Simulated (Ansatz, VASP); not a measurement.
# Ir: VASP beside Ansatz

```xyz
1
Lattice="0.0000 1.9352 1.9352 1.9352 0.0000 1.9352 1.9352 1.9352 0.0000" Properties=species:S:1:pos:R:3 pbc="T T T"
Ir    0.0000    0.0000    0.0000
```

Alike in both runs: functional PBE; k mesh 18 × 18 × 18; occupations gaussian, width 0.1 eV; no spin polarisation.

Ansatz relaxed the structure, and its values are those at the end. VASP's run is a single point on that final structure, the one shown.

```csv
,VASP,Ansatz
version,VASP 6.6.1,Ansatz 0.2.0
potentials or method,"VASP PAW PBE potentials, release 64 (Ir), cutoff 520 eV","scalar-relativistic, plane waves, PAW"
valence electrons in the cell,9,17
```

VASP gave:

| Item | Value |
| --- | --- |
| gap on the k mesh at the Fermi level (eV) | none |
| pressure (GPa) | 0.6 |

Task: What did Ansatz give for the same quantities?

Result: gap on the k mesh at the Fermi level (eV): none; pressure (GPa): 0.0.

A gap of «none» marks a metal or a gap that the smearing closes. VASP's potentials hold 9 valence electrons a cell and Ansatz's 17, so a difference there can come from the potentials and not from the codes.

Spin-orbit coupling is off throughout.
